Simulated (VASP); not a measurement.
A run of VASP 6.6.1 is set up as follows.

The input INCAR:

```
  PREC = Accurate
  ENCUT = 600
  EDIFF = 1E-7
  ISMEAR = -1
  SIGMA = 0.05
  LREAL = False
  LASPH = True
  NELM = 60
  ALGO = Normal
  ISIF = 3
  LWAVE = False
  LCHARG = False
  GGA = RE
  IVDW = 13
  IBRION = 2
  NSW = 60
  EDIFFG = -0.01
```

KPOINTS

```
Automatic mesh
0
Gamma
  8 8 5
```

The input POSCAR:

```
SnSe2
1.0
    3.8110000000      0.0000000000      0.0000000000
   -1.9055000000      3.3004228138      0.0000000000
    0.0000000000      0.0000000000      6.1360000000
Sn Se
1 2
Direct
    0.0000000000      0.0000000000      0.0000000000
    0.6666666667      0.3333333333      0.7510000000
    0.3333333333      0.6666666667      0.2490000000
```

Potentials or basis: VASP PAW PBE potentials, release 64 (Sn_d, Se).

Command:

```bash
$ cat potpaw_PBE.64/Sn_d/POTCAR potpaw_PBE.64/Se/POTCAR > POTCAR
$ mpirun -np 1 vasp_std > vasp.out
```

Predict the relaxed cell.

a = 3.829 Å, b = 3.829 Å, c = 5.900 Å, α = 90.00°, β = 90.00°, γ = 120.00°.

Predict the space group after relaxing (to 0.1 Å).

P-3m1 (No. 164).

Step by step:
| step | energy change (eV) | largest force (eV/Å) | pressure (GPa) | volume (Å³) |
| --- | --- | --- | --- | --- |
| 1 | 0.0000 | 0.8482 | 2.62 | 77.18 |
| 2 | -0.0218 | 0.1761 | -2.72 | 81.97 |
| 3 | -0.0433 | 0.2207 | -0.72 | 79.92 |
| 4 | -0.0518 | 0.1597 | -0.46 | 79.05 |
| 5 | -0.0562 | 0.0799 | -0.12 | 77.95 |
| 6 | -0.0616 | 0.1046 | 0.05 | 77.34 |
| 7 | -0.0716 | 0.1768 | 0.67 | 75.51 |
| 8 | -0.0533 | 0.3038 | 2.55 | 71.83 |
| 9 | -0.0714 | 0.2304 | 1.06 | 74.79 |
| 10 | -0.0735 | 0.1922 | 0.86 | 74.78 |
| 11 | -0.0771 | 0.0821 | 0.30 | 74.77 |
| 12 | -0.0775 | 0.0376 | 0.08 | 74.76 |
| 13 | -0.0775 | 0.0339 | 0.06 | 74.76 |
| 14 | -0.0776 | 0.0280 | 0.05 | 74.78 |
| 15 | -0.0778 | 0.0098 | -0.01 | 74.87 |
| 16 | -0.0776 | 0.0266 | -0.11 | 75.03 |
| 17 | -0.0778 | 0.0003 | -0.03 | 74.91 |

Caveat: the PAW data sets were made with another functional, which shifts forces and pressure a little.
